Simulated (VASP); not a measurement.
ZrC: single point with r2SCAN

Crystal: ZrC.

```
Zr C
1.0
     3.33398    0.00000    0.00000
    -1.66699    2.88731    0.00000
     0.00000    0.00000    5.20037
Zr C
2 2
Direct
  0.33333 0.66667 0.25000
  0.66667 0.33333 0.75000
  0.00000 0.00000 0.00000
  0.00000 0.00000 0.50000
```

| Item | Value |
| --- | --- |
| Program | VASP 6.6.1 |
| Task | single point |
| Functional | r2SCAN |
| Potentials or basis | VASP PAW PBE potentials, release 64 (Zr_sv, C) |
| Cutoff | 520 eV |
| k mesh | 8 × 8 × 5 |
| Occupations | methfessel-paxton, width 0.1 eV |
| Spin | no spin polarisation |
| Dipole correction | no |
| Further INCAR settings | ALGO = Normal; EDIFF = 1e-06; NBANDS = 24 |

| Quantity | Value |
| --- | --- |
| Pressure | 10.4 GPa |
| Band gap on the k mesh | zero (bands 16 and 17 overlap by 1.30 eV) |

Stress tensor (GPa, compression positive):
```
 9.02  0.00  0.00
 0.00  9.02  0.00
 0.00  0.00 13.09
```

Levels at points of the mesh, in eV from the Fermi level:
```csv
k point,band 14,band 15,band 16,band 17,band 18,band 19
"(0.00, 0.00, 0.00)",-1.30,-1.30,1.24,1.51,1.51,1.92
"(0.50, 0.00, 0.00)",-3.05,-1.46,-0.86,1.74,4.66,4.81
```

Wall time 5.5 min on 1 thread of Intel Xeon 8259CL, with other jobs on the host, peak memory 0.2 GiB.

Caveat: the cell stands under pressure; the PAW data sets were made with another functional, which shifts forces and pressure a little.
